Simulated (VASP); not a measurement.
Runs of VASP 6.6.1 on LiF. The structure is that of space group P6_3mc (No. 186), or close to it. The cells are those of the table. 

```tsv
cell	gap on the mesh (eV)	largest force (eV/Å)
a = 3.226, b = 3.226, c = 4.504 Å, angles 90.0, 90.0, 120.0°, 4 atoms	7.25	0.39
a = 3.180, b = 3.180, c = 4.772 Å, angles 90.0, 90.0, 120.0°, 4 atoms	7.16	0.04
a = 2.965, b = 2.965, c = 5.021 Å, angles 90.0, 90.0, 120.0°, 4 atoms	(a)	0.29
a = 2.940, b = 2.940, c = 4.631 Å, angles 90.0, 90.0, 120.0°, 4 atoms	(d)	0.12
a = 3.154, b = 3.154, c = 4.850 Å, angles 90.0, 90.0, 120.0°, 4 atoms	(b)	0.03
a = 3.036, b = 3.036, c = 4.343 Å, angles 90.0, 90.0, 120.0°, 4 atoms	8.11	0.57
a = 3.061, b = 3.061, c = 4.274 Å, angles 90.0, 90.0, 120.0°, 4 atoms	8.08	0.80
a = 3.013, b = 3.013, c = 4.862 Å, angles 90.0, 90.0, 120.0°, 4 atoms	7.69	0.17
a = 2.930, b = 2.930, c = 4.505 Å, angles 90.0, 90.0, 120.0°, 4 atoms	8.41	0.03
a = 3.235, b = 3.235, c = 4.740 Å, angles 90.0, 90.0, 120.0°, 4 atoms	7.01	0.09
a = 3.112, b = 3.112, c = 4.559 Å, angles 90.0, 90.0, 120.0°, 4 atoms	(c)	0.22
a = 2.977, b = 2.977, c = 4.362 Å, angles 90.0, 90.0, 120.0°, 4 atoms	8.34	0.42
```

Alike in all rows: task single point; level LDA; potentials or basis VASP PAW LDA potentials, release 64 (Li_sv, F); no spin polarisation; k mesh 9 × 9 × 6; cutoff (eV) 520; smearing gaussian 0.05 eV.

Task: Fill in the values left out.

Result: (a) 7.74; (b) 7.18; (c) 7.59; (d) 8.23.

Caveats: an odd mesh through Γ misses points on the zone boundary, where band edges can lie.
